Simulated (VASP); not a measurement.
# KBr (Fm-3m) in VASP: notebook

The runs below take KBr through relaxation of cell and atoms, single point, with r2SCAN, PBE0.

Everything below comes from runs of VASP 6.6.1. Logs are shortened: lines on timing, memory, paths and dates and some standing lists are left out, and cuts for length are marked.

## 1. The cell of the first run

It takes space group Fm-3m (No. 225, cubic). Conventional cell: a = 6.701 Å, b = 6.701 Å, c = 6.701 Å, α = 90.00°, β = 90.00°, γ = 90.00°. Within 4.4 Å of K (site symmetry m-3m) lie 6 Br at 3.35 Å. Br (site symmetry m-3m) has 6 K at 3.35 Å within 4.4 Å.

## 2. Relaxation of cell and atoms, r2SCAN

Contents of POSCAR:

```
KBr
1.0
    0.0000000000      3.3504479108      3.3504479108
    3.3504479108      0.0000000000      3.3504479108
    3.3504479108      3.3504479108      0.0000000000
K Br
1 1
Direct
    0.0000000000      0.0000000000      0.0000000000
    0.5000000000      0.5000000000      0.5000000000
```

Contents of INCAR.step1:

```
PREC = Accurate
ENCUT = 600
ISMEAR = -1
SIGMA = 0.02
LREAL = False
LASPH = True
NELM = 100
GGA = PE
ALGO = Normal
EDIFF = 1E-4
LWAVE = True
LCHARG = False
```

Contents of INCAR.step2:

```
PREC = Accurate
ENCUT = 600
EDIFF = 1E-7
ISMEAR = -1
SIGMA = 0.02
LREAL = False
LASPH = True
NELM = 100
ALGO = Normal
ISIF = 3
LWAVE = False
LCHARG = False
METAGGA = R2SCAN
LMIXTAU = True
IBRION = 2
NSW = 80
EDIFFG = -0.005
ISTART = 1
```

Contents of KPOINTS:

```
regular mesh
0
Gamma
  6 6 6
```

Potentials or basis: VASP PAW PBE potentials, release 64 (K_sv, Br).

Launch:

```console
$ cat potpaw_PBE.64/K_sv/POTCAR potpaw_PBE.64/Br/POTCAR > POTCAR
$ cp INCAR.step1 INCAR
$ mpirun -np 1 vasp_std > vasp.out
$ cp INCAR.step2 INCAR
$ mpirun -np 1 vasp_std > vasp.out
```

OUTCAR:

```text
PREC = Accurate
   ENCUT = 600
   EDIFF = 1E-7
   ISMEAR = -1
   LREAL = False
   LASPH = True
   NELM = 100
   ISIF = 3
   METAGGA = R2SCAN
   IBRION = 2
   NSW = 80
   EDIFFG = -0.005
   ISTART = 1

 ion  position               nearest neighbor table
   1  0.000  0.000  0.000-
   2  0.500  0.500  0.500-

  LATTYP: Found a face centered cubic cell.
 ALAT       =     6.7008958216

  Lattice vectors:

 A1 = (   0.0000000000,   3.3504479108,   3.3504479108)
 A2 = (   3.3504479108,   0.0000000000,   3.3504479108)
 A3 = (   3.3504479108,   3.3504479108,   0.0000000000)

Analysis of symmetry for initial positions (statically):
=====================================================================
 Subroutine PRICEL returns:
 Original cell was already a primitive cell.

 Routine SETGRP: Setting up the symmetry group for a
 face centered cubic supercell.

 Subroutine GETGRP returns: Found 48 space group operations
 (whereof 48 operations were pure point group operations)
 out of a pool of 48 trial point group operations.

The static configuration has the point symmetry O_h .

Analysis of symmetry for dynamics (positions and initial velocities):
=====================================================================
 Subroutine PRICEL returns:
 Original cell was already a primitive cell.

 Routine SETGRP: Setting up the symmetry group for a
 face centered cubic supercell.

 Subroutine GETGRP returns: Found 48 space group operations
 (whereof 48 operations were pure point group operations)
 out of a pool of 48 trial point group operations.

The dynamic configuration has the point symmetry O_h .

 Subroutine INISYM returns: Found 48 space group operations
 (whereof 48 operations are pure point group operations),
 and found     1 'primitive' translations

----------------------------------------------------------------------------------------

                                     Primitive cell

  volume of cell :      75.2209

  direct lattice vectors                    reciprocal lattice vectors
     0.000000000  3.350447911  3.350447911    -0.149233778  0.149233778  0.149233778
     3.350447911  0.000000000  3.350447911     0.149233778 -0.149233778  0.149233778
     3.350447911  3.350447911  0.000000000     0.149233778  0.149233778 -0.149233778

  length of vectors
     4.738248875  4.738248875  4.738248875     0.258480486  0.258480486  0.258480486

  position of ions in fractional coordinates (direct lattice)
     0.000000000  0.000000000  0.000000000
     0.500000000  0.500000000  0.500000000

  ion indices of the primitive-cell ions
   primitive index   ion index
                 1           1
                 2           2

----------------------------------------------------------------------------------------

 KPOINTS: regular mesh

Automatic generation of k-mesh.
 Grid dimensions read from file:
 generate k-points for:    6    6    6

 Generating k-lattice:

  Cartesian coordinates                     Fractional coordinates (reciprocal lattice)
    -0.024872296  0.024872296  0.024872296     0.166666667  0.000000000  0.000000000
     0.024872296 -0.024872296  0.024872296     0.000000000  0.166666667  0.000000000
     0.024872296  0.024872296 -0.024872296     0.000000000  0.000000000  0.166666667

  Length of vectors
     0.043080081  0.043080081  0.043080081

  Shift w.r.t. Gamma in fractional coordinates (k-lattice)
     0.000000000  0.000000000  0.000000000

 Subroutine IBZKPT returns following result:
 ===========================================

 Found     16 irreducible k-points:

 Following reciprocal coordinates:
            Coordinates               Weight
  0.000000  0.000000  0.000000      1.000000
  0.166667  0.000000  0.000000      8.000000
  0.333333  0.000000  0.000000      8.000000
  0.500000  0.000000  0.000000      4.000000
  0.166667  0.166667  0.000000      6.000000
  0.333333  0.166667  0.000000     24.000000
[... 8 lines left out ...]
 -0.333333  0.333333  0.166667     24.000000
 -0.333333  0.500000  0.166667     12.000000
   k-points           NKPTS =     16   k-points in BZ     NKDIM =     16   number of bands    NBANDS=     12
   number of dos      NEDOS =    301   number of ions     NIONS =      2
   total plane-waves  NPLWV =  64000
   dimension x,y,z NGX =    40 NGY =   40 NGZ =   40
   dimension x,y,z NGXF=    80 NGYF=   80 NGZF=   80
   ions per type =               1   1
   NGX,Y,Z   is equivalent  to a cutoff of  14.03, 14.03, 14.03 a.u.
   NGXF,Y,Z  is equivalent  to a cutoff of  28.07, 28.07, 28.07 a.u.
 SYSTEM =  unknown system
   PREC   = accura    normal or accurate (medium, high low for compatibility)
   ISTART =      1    job   : 0-new  1-cont  2-samecut
   ICHARG =      0    charge: 1-file 2-atom 10-const
   ISPIN  =      1    spin polarized calculation?
   LNONCOLLINEAR =      F non collinear calculations
   LSORBIT =      F    spin-orbit coupling
   LASPH  =      T    aspherical Exc in radial PAW
   ENCUT  =  600.0 eV  44.10 Ry    6.64 a.u.   9.46  9.46  9.46*2*pi/ulx,y,z
   NELM   =    100;   NELMIN=  2; NELMDL=  0     # of ELM steps
   EDIFF  = 0.1E-06   stopping-criterion for ELM
   LREAL  =      F    real-space projection
   EDIFFG = -.5E-02   stopping-criterion for IOM
   NSW    =     80    number of steps for IOM
   IBRION =      2    ionic relax: 0-MD 1-quasi-New 2-CG
   NFREE  =      1    steps in history (QN), initial steepest desc. (CG)
   ISIF   =      3    stress and relaxation
   ISYM   =      2    0-nonsym 1-usesym 2-fastsym
   POTIM  = 0.5000    time-step for ionic-motion
   TEBEG  =    0.0;   TEEND  =   0.0 temperature during run
   PSTRESS=    0.0 pullay stress
   NELECT =      16.0000    total number of electrons
   NUPDOWN=      -1.0000    fix difference up-down
   EMIN   =  10.00;   EMAX   =-10.00  energy-range for DOS
   EFERMI =   0.00;   METHOD = LEGACY
   ISMEAR =    -1;   SIGMA  =   0.02  broadening in eV -4-tet -1-fermi 0-gaus
   EFERMI_NEDOS =   21; number of points for ismear=-14 and -15
   IALGO  =     38    algorithm
   IMIX   =      4    mixing-type and parameters
     AMIX     =   0.40;   BMIX     =  1.00
     AMIX_MAG =   1.60;   BMIX_MAG =  1.00
  volume/ion in A,a.u.               =      37.61       253.81
  Fermi-wavevector in a.u.,A,eV,Ry     =   0.977242  1.846719 12.993580  0.955001
  Thomas-Fermi vector in A             =   2.107924
   LORBIT       =      0    0 simple, 1 ext, 2 COOP (PROOUT), +10 PAW based schemes
   METAGGA = R2SCAN    functional components
   LHFCALC =     F    Hartree Fock is set to
   AEXX    =    0.0000 exact exchange contribution
   IVDW    =     0    specifies the selected vdW correction
   LEPSILON=     F    determine dielectric tensor
   LRPA    =     F    only Hartree local field effects (RPA)
 conjugate gradient relaxation of ions
 non-spin polarized calculation
  energy-cutoff  :      600.00
  volume of cell :       75.22
 maximum number of plane-waves:      2565
 NGX is ok and might be reduce to    40
   NGX = 19   NGY = 19   NGZ = 19

--------------------------------------- Ionic step        1  -------------------------------------------

 number of electron      15.9999999 magnetization

 Free energy of the ion-electron system (eV)
  ---------------------------------------------------
  ext. energy  EPLUGINS =         0.00000000
  ---------------------------------------------------
  free energy    TOTEN  =       -23.24410922 eV

  energy without entropy =      -23.24410922  energy(sigma->0) =      -23.24410922

------------------------ aborting loop because EDIFF is reached ----------------------------------------

  FORCE on cell =-STRESS in cart. coord.  units (eV):
  Direction    XX          YY          ZZ          XY          YZ          ZX
  --------------------------------------------------------------------------------------
  -------------------------------------------------------------------------------------
  Total       -0.2778356     -0.2778356     -0.2778356      0.0000000      0.0000000      0.0000000
  in kB       -5.9177948     -5.9177948     -5.9177948      0.0000000      0.0000000      0.0000000
  external PRESSURE =      -5.9177948 kB  Pullay stress =       0.0000000 kB

 VOLUME and BASIS-vectors are now :
 -----------------------------------------------------------------------------
  energy-cutoff  :      600.00
  volume of cell :       75.22
      direct lattice vectors                 reciprocal lattice vectors
     0.000000000  3.350447911  3.350447911    -0.149233778  0.149233778  0.149233778
     3.350447911  0.000000000  3.350447911     0.149233778 -0.149233778  0.149233778
     3.350447911  3.350447911  0.000000000     0.149233778  0.149233778 -0.149233778
[... 37 lines left out ...]
 POSITION                                       TOTAL-FORCE (eV/Angst)
 -----------------------------------------------------------------------------------
      3.32799     -0.00000      3.32799        -0.000000      0.000000      0.000000
      3.32799      3.32799      3.32799         0.000000     -0.000000     -0.000000
 -----------------------------------------------------------------------------------
    total drift:                                0.000000     -0.000000      0.000000

  FREE ENERGIE OF THE ION-ELECTRON SYSTEM (eV)
  ---------------------------------------------------
  free  energy   TOTEN  =       -23.2483928486 eV

  energy  without entropy=      -23.2483928486  energy(sigma->0) =      -23.24839285

--------------------------------------- Ionic step        3  -------------------------------------------

 number of electron      16.0000000 magnetization

 Free energy of the ion-electron system (eV)
  ---------------------------------------------------
  ext. energy  EPLUGINS =         0.00000000
  ---------------------------------------------------
  free energy    TOTEN  =       -23.24991684 eV

  energy without entropy =      -23.24991684  energy(sigma->0) =      -23.24991684

 E-fermi :  -1.6609     XC(G=0):  -7.7323

 val. band max:       -2.1639589044   @ k =   0.0000   0.0000   0.0000
 cond. band min:       2.9041029859   @ k =   0.0000   0.0000   0.0000
 fundamental gap:      5.0680618903
 Fermi energy:        -1.6609070776

 k-point     1 :       0.0000    0.0000    0.0000
  band No.  band energies     occupation
      1     -31.0547      2.00000
      2     -14.8873      2.00000
      3     -13.7609      2.00000
      4     -13.7609      2.00000
      5     -13.7609      2.00000
      6      -2.1640      2.00000
      7      -2.1640      2.00000
      8      -2.1640      2.00000
      9       2.9041      0.00000
     10       6.0712      0.00000
     11       6.0712      0.00000
     12       6.0712      0.00000

 k-point     2 :       0.1667    0.0000    0.0000
  band No.  band energies     occupation
      1     -31.0534      2.00000
      2     -14.9352      2.00000
      3     -13.7621      2.00000
      4     -13.7621      2.00000
      5     -13.6940      2.00000
      6      -2.5151      2.00000
      7      -2.2499      2.00000
      8      -2.2499      2.00000
      9       3.5523      0.00000
     10       5.8887      0.00000
     11       6.4091      0.00000
     12       6.4091      0.00000
[... 230 lines left out ...]
 POSITION                                       TOTAL-FORCE (eV/Angst)
 -----------------------------------------------------------------------------------
      0.00000      0.00000      0.00000        -0.000000     -0.000000     -0.000000
      3.30427      3.30427      3.30427         0.000000      0.000000      0.000000
 -----------------------------------------------------------------------------------
    total drift:                                0.000000     -0.000000     -0.000000

  FREE ENERGIE OF THE ION-ELECTRON SYSTEM (eV)
  ---------------------------------------------------
  free  energy   TOTEN  =       -23.2499168374 eV

  energy  without entropy=      -23.2499168374  energy(sigma->0) =      -23.24991684

 reached required accuracy - stopping structural energy minimisation
```

Wall time 3 min (1 thread of Intel Xeon Platinum 8375C at 2.90GHz (Ice Lake), shared host); peak memory 0.27 GiB.

What came out:

* Free energy: -23.2499 eV
* Relaxed volume: 36.08 Å³/atom
* Relaxed cell: a = 4.673 Å, b = 4.673 Å, c = 4.673 Å, α = 60.00°, β = 60.00°, γ = 60.00°
* Space group after relaxing (to 0.05 Å): Fm-3m (No. 225)
* Energy gained by relaxing: 2.9 meV/atom
* Ionic steps: 3
* Pressure after relaxing: 0.0 GPa
* Band gap on the k mesh: 5.07 eV, direct

The path:
```tsv
step	energy change (eV)	largest force (eV/Å)	pressure (GPa)	volume (Å³)
1	0.0000	0.0000	-0.59	75.22
2	-0.0043	0.0000	-0.32	73.72
3	-0.0058	0.0000	0.01	72.15
```

Final structure:
```xyz
2
Lattice="0.0000 3.3043 3.3043 3.3043 0.0000 3.3043 3.3043 3.3043 0.0000" Properties=species:S:1:pos:R:3 pbc="T T T"
K     0.0000    0.0000    0.0000
Br    3.3043    3.3043    3.3043
```

Caveat: the PAW data sets were made with another functional, which shifts forces and pressure a little.

## 3. Single point, PBE0

This run uses another cell than the first one, of 36.02 Å³/atom, 0.958 times its volume.

Contents of POSCAR:

```
KBr
1.0
    0.0000000000      3.3024387198      3.3024387198
    3.3024387198      0.0000000000      3.3024387198
    3.3024387198      3.3024387198      0.0000000000
K Br
1 1
Direct
    0.0000000000      0.0000000000      0.0000000000
    0.5000000000      0.5000000000      0.5000000000
```

Contents of INCAR.step1:

```
PREC     = Accurate       # precision mode
ENCUT    = 520            # plane-wave cutoff, eV
EDIFF    = 1E-5           # SCF threshold, eV
ISMEAR   = 0              # smearing method
SIGMA    = 0.01           # smearing width, eV
LREAL    = False          # projectors in reciprocal space
LASPH    = True           # aspherical terms in the spheres
NELM     = 100            # most SCF steps
ALGO     = Normal         # electronic algorithm
ISIF     = 2              # what is computed and relaxed
LWAVE    = True           # write WAVECAR
LCHARG   = False          # write CHGCAR
GGA      = PE             # functional
NBANDS   = 15             # bands
```

Contents of INCAR.step2:

```
PREC     = Accurate       # precision mode
ENCUT    = 520            # plane-wave cutoff, eV
EDIFF    = 1E-6           # SCF threshold, eV
ISMEAR   = 0              # smearing method
SIGMA    = 0.01           # smearing width, eV
LREAL    = False          # projectors in reciprocal space
LASPH    = True           # aspherical terms in the spheres
NELM     = 100            # most SCF steps
ALGO     = Normal         # electronic algorithm
ISIF     = 2              # what is computed and relaxed
LWAVE    = False          # write WAVECAR
LCHARG   = False          # write CHGCAR
GGA      = PE             # functional
LHFCALC  = True           # exact exchange
AEXX     = 0.25           # exact-exchange fraction
PRECFOCK = Normal       
ISTART   = 1            
NBANDS   = 15             # bands
```

Contents of KPOINTS:

```
regular mesh
0
Gamma
  4 4 4
```

Potentials or basis: VASP PAW PBE potentials, release 64 (K_sv, Br).

Launch:

```console
$ cat potpaw_PBE.64/K_sv/POTCAR potpaw_PBE.64/Br/POTCAR > POTCAR
$ cp INCAR.step1 INCAR
$ mpirun -np 1 vasp_std > vasp.out
$ cp INCAR.step2 INCAR
$ mpirun -np 1 vasp_std > vasp.out
```

It took 6.3 min on 1 thread of Intel Xeon Platinum 8375C at 2.90GHz (Ice Lake), shared host; peak memory 0.22 GiB.

It converged, with:

- Free energy: -7.6889 eV
- Pressure: 0.4 GPa
- Band gap on the k mesh: 6.32 eV, direct

Levels at points of the mesh, in eV from the valence-band top:
| k point | band 5 | band 6 | band 7 | band 8 | band 9 | band 10 | band 11 | band 12 |
| --- | --- | --- | --- | --- | --- | --- | --- | --- |
| (0.00, 0.00, 0.00) | -12.12 | 0.00 | 0.00 | 0.00 | 6.32 | 9.73 | 9.73 | 9.73 |
| (0.50, 0.00, 0.00) | -11.86 | -1.25 | -0.35 | -0.35 | 8.48 | 10.35 | 12.14 | 12.14 |
| (0.50, 0.50, 0.00) | -12.15 | -0.88 | -0.31 | -0.31 | 7.81 | 9.24 | 11.52 | 11.76 |

Caveat: the PAW data sets were made with another functional, which shifts forces and pressure a little.
